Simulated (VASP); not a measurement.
Here is a VASP 6.6.1 calculation.

Contents of INCAR:

```
SYSTEM = SnTe
ALGO     = Normal         ! electronic algorithm
EDIFF    = 1E-7           ! SCF threshold, eV
ENCUT    = 520            ! plane-wave cutoff, eV
GGA      = PE             ! functional
ISIF     = 2              ! what is computed and relaxed
ISMEAR   = 0              ! smearing method
LASPH    = .True.         ! aspherical terms in the spheres
LCHARG   = .False.        ! write CHGCAR
LREAL    = .False.        ! projectors in reciprocal space
LWAVE    = .False.        ! write WAVECAR
NBANDS   = 17             ! bands
NELM     = 80             ! most SCF steps
PREC     = Accurate       ! precision mode
SIGMA    = 0.03           ! smearing width, eV
```

KPOINTS

```
k-points
0
Gamma
  10 10 10
  0 0 0
```

POSCAR

```
SnTe
1.0
    0.0000000000      3.0775875000      3.2354125000
    3.0775875000      0.0000000000      3.2354125000
    3.0775875000      3.0775875000      0.0000000000
Sn Te
1 1
Direct
    0.0000000000      0.0000000000      0.0000000000
    0.5000000000      0.5000000000      0.5000000000
```

Potentials or basis: VASP PAW PBE potentials, release 64 (Sn_d, Te).

Command:

```bash
$ cat potpaw_PBE.64/Sn_d/POTCAR potpaw_PBE.64/Te/POTCAR > POTCAR
$ mpirun -np 1 vasp_std > vasp.out
```

Problem. What does it give for the pressure?

Solution. 3.7 GPa.

Problem. Estimate the band gap on the k mesh.

Solution. 0.21 eV (least direct gap 0.32 eV).

Stress tensor (GPa, compression positive):
```
 5.96  0.00  0.00
 0.00  5.96  0.00
 0.00  0.00 -0.82
```

Caveat: the cell differs from its parent crystal (strain -0.025 along x and y, +0.025 along z); the cell stands under pressure; spin-orbit coupling is left out, which moves the levels of the heavy elements. A k mesh can miss the band edges.
